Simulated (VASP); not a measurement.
Runs of VASP 6.6.1 on CaS (Oldhamite). The structure is that of space group Fm-3m (No. 225), or close to it. The cells are those of the table. 

```tsv
cell	gap on the mesh (eV)	pressure (GPa)
a = 4.125 Å, angles 60.0°, 2 atoms	2.50	-3.1
a = 4.074 Å, angles 60.0°, 2 atoms	(b)	(a)
a = 4.021 Å, angles 60.0°, 2 atoms	2.35	(c)
a = 3.910 Å, angles 60.0°, 2 atoms	2.13	7.0
a = 3.966 Å, angles 60.0°, 2 atoms	2.25	3.7
```

Alike in all rows: task single point; level PBE; potentials or basis VASP PAW PBE potentials, release 64 (Ca_sv, S); no spin polarisation; k mesh 6 × 6 × 6; cutoff (eV) 500; smearing gaussian 0.01 eV.

Question: Estimate the missing entries.

Answer: (a) -1.3; (b) 2.43; (c) 1.0.

A k mesh can miss the band edges.
